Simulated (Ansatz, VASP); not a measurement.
One calculation of WS2, two programs

The input INCAR:

```
SYSTEM = WS2
PREC = Accurate
ENCUT = 520
EDIFF = 1E-8
ISMEAR = -1
SIGMA = 0.05
LREAL = .FALSE.
LASPH = .TRUE.
NELM = 60
ALGO = Normal
ISIF = 2
LWAVE = .FALSE.
LCHARG = .FALSE.
GGA = PE
LEFG = .TRUE.
NBANDS = 20
```

The input KPOINTS:

```
Automatic mesh
0
G
  11 11 6
  0 0 0
```

File POSCAR:

```
WS2
1.0
    3.2110037968      0.0000000000      0.0000000000
   -1.6055018984      2.7808108597      0.0000000000
    0.0000000000      0.0000000000      7.0708228609
W S
1 2
Direct
    0.0000000000      0.0000000000      0.0000000000
    0.3333333333      0.6666666667      0.2230095620
    0.6666666667      0.3333333333      0.7769904380
```

Input for Ansatz:

```yaml
crystal:
  lattice:
    - [3.2110037968, 0.0, 0.0]
    - [-1.6055018984, 2.7808108597, 0.0]
    - [0.0, 0.0, 7.0708228609]
  atoms:
    - { symbol: W, position: [0.0, 0.0, 0.0] }
    - { symbol: S, position: [0.3333333333, 0.6666666667, 0.223009562] }
    - { symbol: S, position: [0.6666666667, 0.3333333333, 0.776990438] }
kpoints:
  mp_grid: { grid: [11, 11, 6] }
  band_path:
    path:
      - [0.0, 0.0, 0.0]
      - [0.5, 0.0, 0.0]
      - [0.3333333333, 0.3333333333, 0.0]
      - [0.0, 0.0, 0.0]
      - [0.0, 0.0, 0.5]
      - [0.5, 0.0, 0.5]
      - [0.3333333333, 0.3333333333, 0.5]
      - [0.0, 0.0, 0.5]
      - [0.5, 0.0, 0.5]
    npoints: 14
scf:
  occupations: { method: fermi_dirac, width: 0.05 }
hamiltonian:
  xc: pbe
  pseudopotentials: { kind: paw }
output:
  forces: true
  stress: true
  eigenvalues: true
  efg: { contact_densities: true }
  populations: true
  bader: true
  dos: { projected: true, de: 0.2, e_range: [-14, 8] }
  write_density: true
  write_potential: true
  elf: true
  volumetric_format: npy
```

Alike in both runs: task electric field gradients; functional PBE; k mesh 11 × 11 × 6; occupations fermi-dirac, width 0.05 eV; no spin polarisation.

|  | VASP | Ansatz |
| --- | --- | --- |
| version | VASP 6.6.1 | Ansatz 0.2.0 |
| potentials or method | VASP PAW PBE potentials, release 64 (W_sv, S) | PAW with Ansatz's default frozen-core files, scalar-relativistic |
| plane-wave cutoff (eV) | 520 | 420 |
| valence electrons in the cell | 26 | 26 |

|  | VASP | Ansatz | Ansatz less VASP |
| --- | --- | --- | --- |
| pressure (GPa) | 0.0 | 0.0 | +0.05 |
| size of Vzz on the site where it differs most (V/Å²) | 184.5 | 238.6 | +54.07 |

Neither program's run includes spin-orbit coupling.
